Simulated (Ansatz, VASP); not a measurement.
## Ge in VASP and in Ansatz

Contents of POSCAR:

```
Ge
1.0
    2.7120740320      0.0000000000      0.0000000000
    0.0000000000      2.7120740320      0.0000000000
    0.0000000000      0.0000000000      2.7120740320
Ge
1
Direct
    0.0000000000      0.0000000000      0.0000000000
```

INCAR.step1

```
ALGO     = Normal         # electronic algorithm
EDIFF    = 1E-4           # SCF threshold, eV
ENCUT    = 520            # plane-wave cutoff, eV
GGA      = PE             # functional
ISMEAR   = -1             # smearing method
LASPH    = T              # aspherical terms in the spheres
LCHARG   = F              # write CHGCAR
LREAL    = F              # projectors in reciprocal space
LWAVE    = T              # write WAVECAR
NBANDS   = 13             # bands
NELM     = 60             # most SCF steps
PREC     = Accurate       # precision mode
SIGMA    = 0.05           # smearing width, eV
```

Contents of INCAR.step2:

```
ALGO     = Normal         # electronic algorithm
EDIFF    = 1E-8           # SCF threshold, eV
ENCUT    = 520            # plane-wave cutoff, eV
ISIF     = 2              # what is computed and relaxed
ISMEAR   = -1             # smearing method
ISTART   = 1            
LASPH    = T              # aspherical terms in the spheres
LCHARG   = F              # write CHGCAR
LEFG     = T            
LMIXTAU  = T            
LREAL    = F              # projectors in reciprocal space
LWAVE    = F              # write WAVECAR
METAGGA  = R2SCAN         # meta-GGA
NBANDS   = 13             # bands
NELM     = 60             # most SCF steps
PREC     = Accurate       # precision mode
SIGMA    = 0.05           # smearing width, eV
```

File KPOINTS:

```
k-points
0
Gamma
  13 13 13
```

Input for Ansatz:

```yaml
crystal:
  lattice:
    - [2.712074032, 0.0, 0.0]
    - [0.0, 2.712074032, 0.0]
    - [0.0, 0.0, 2.712074032]
  atoms:
    - { symbol: Ge, position: [0.0, 0.0, 0.0] }
kpoints:
  mp_grid: { grid: [13, 13, 13] }
  band_path:
    path:
      - [0.0, 0.0, 0.0]
      - [0.0, 0.5, 0.0]
      - [0.5, 0.5, 0.0]
      - [0.0, 0.0, 0.0]
      - [0.5, 0.5, 0.5]
      - [0.0, 0.5, 0.0]
      - [0.5, 0.5, 0.5]
      - [0.5, 0.5, 0.0]
    npoints: 5
scf:
  occupations: { method: fermi_dirac, width: 0.05 }
hamiltonian:
  xc: r2scan
  pseudopotentials: { kind: paw }
output:
  forces: true
  stress: true
  eigenvalues: true
  efg: { contact_densities: true }
```

Alike in both runs: task electric field gradients; functional r2SCAN; k mesh 13 × 13 × 13; occupations fermi-dirac, width 0.05 eV; no spin polarisation.

|  | VASP | Ansatz |
| --- | --- | --- |
| version | VASP 6.6.1 | Ansatz 0.2.0 |
| potentials or method | VASP PAW PBE potentials, release 64 (Ge_d) | PAW with Ansatz's default frozen-core files, scalar-relativistic |
| plane-wave cutoff (eV) | 520 | 500 |
| valence electrons in the cell | 14 | 14 |

|  | VASP | Ansatz | Ansatz less VASP |
| --- | --- | --- | --- |
| pressure (GPa) | -2.7 | -2.5 | +0.18 |

VASP's potentials were made for PBE, not for r2SCAN. The functional is the same, so the differences come from potentials, cutoffs and numerics.
